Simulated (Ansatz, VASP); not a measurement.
**One calculation of Rh, two programs**

```
Rh
1.0
     0.00000    1.89785    1.89785
     1.89785    0.00000    1.89785
     1.89785    1.89785    0.00000
Rh
1
Direct
  0.00000 0.00000 0.00000
```

Alike in both runs: task relaxation of cell and atoms; functional PBE; dispersion D3(BJ); k mesh 12 × 12 × 12; occupations fermi-dirac, width 0.05 eV; no spin polarisation.

```csv
,VASP,Ansatz
version,VASP 6.6.1,Ansatz 0.2.0
potentials or method,"VASP PAW PBE potentials, release 64 (Rh_pv)",Ansatz PAW
plane-wave cutoff (eV),600,420
valence electrons in the cell,15,17
```

Ansatz gave:

* relaxed volume (Å³/atom): 13.64
* relaxed cell length with the largest relative difference (Å): 2.682

Problem. Which values does VASP return?

Solution. Relaxed volume (Å³/atom): 13.63; relaxed cell length with the largest relative difference (Å): 2.682.

VASP's potentials hold 15 valence electrons a cell and Ansatz's 17, so a difference there can come from the potentials and not from the codes.

Noted on Ansatz's run: the plane-wave basis is chosen anew once the cell has moved, so the energies of steps on either side of that aren't comparable.
